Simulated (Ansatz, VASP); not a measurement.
## W: VASP beside Ansatz

POSCAR

```
W
1.0
   -1.5973000000      1.5973000000      1.7250840000
    1.5973000000     -1.5973000000      1.7250840000
    1.5973000000      1.5973000000     -1.7250840000
W
1
Direct
    0.0000000000      0.0000000000      0.0000000000
```

File INCAR.step1:

```
PREC = Accurate ; ENCUT = 520
ISMEAR = 0 ; SIGMA = 0.15
LREAL = F ; LASPH = T
NELM = 100 ; NBANDS = 13
GGA = PE ; ALGO = Normal
EDIFF = 1E-4 ; LWAVE = T
LCHARG = F
```

The input INCAR.step2:

```
PREC = Accurate ; ENCUT = 520
EDIFF = 1E-6 ; ISMEAR = 0
SIGMA = 0.15 ; LREAL = F
LASPH = T ; NELM = 100
ALGO = Normal ; ISIF = 2
LWAVE = F ; LCHARG = T
METAGGA = R2SCAN ; LMIXTAU = T
LELF = T ; LVHAR = T
NBANDS = 13 ; ISTART = 1
```

Contents of KPOINTS:

```
regular mesh
0
Gamma
  14 14 14
```

Input for Ansatz:

```yaml
crystal:
  lattice:
    - [-1.5973, 1.5973, 1.725084]
    - [1.5973, -1.5973, 1.725084]
    - [1.5973, 1.5973, -1.725084]
  atoms:
    - { symbol: W, position: [0.0, 0.0, 0.0] }
basis:
  ecutwfc: 500
kpoints:
  mp_grid: { grid: [14, 14, 14] }
hamiltonian:
  xc: r2scan
scf:
  occupations: { method: gaussian, width: 0.15 }
output:
  forces: true
  stress: true
  eigenvalues: true
```

Change from the starting cell: strain +0.000 along x and y, +0.080 along z, atoms carried along.

Alike in both runs: task single point; functional r2SCAN; k mesh 14 × 14 × 14; occupations gaussian, width 0.15 eV; no spin polarisation.

```csv
,VASP,Ansatz
version,VASP 6.6.1,Ansatz 0.2.0
potentials or method,"VASP PAW PBE potentials, release 64 (W_sv), cutoff 520 eV","scalar-relativistic, plane waves, PAW"
valence electrons in the cell,14,14
```

Ansatz gave:

| Property | Result |
| --- | --- |
| gap on the k mesh at the Fermi level (eV) | none |
| pressure (GPa) | -25.6 |
| traceless stress, the component that is largest in VASP (GPa) | -11.84 |

Problem. What did VASP give for the same quantities?

Solution. gap on the k mesh at the Fermi level (eV): none; pressure (GPa): -24.8; traceless stress, the component that is largest in VASP (GPa): -11.81.

VASP's potentials were made for PBE, not for r2SCAN. A gap of «none» marks a metal or a gap that the smearing closes.

Spin-orbit coupling is off throughout.
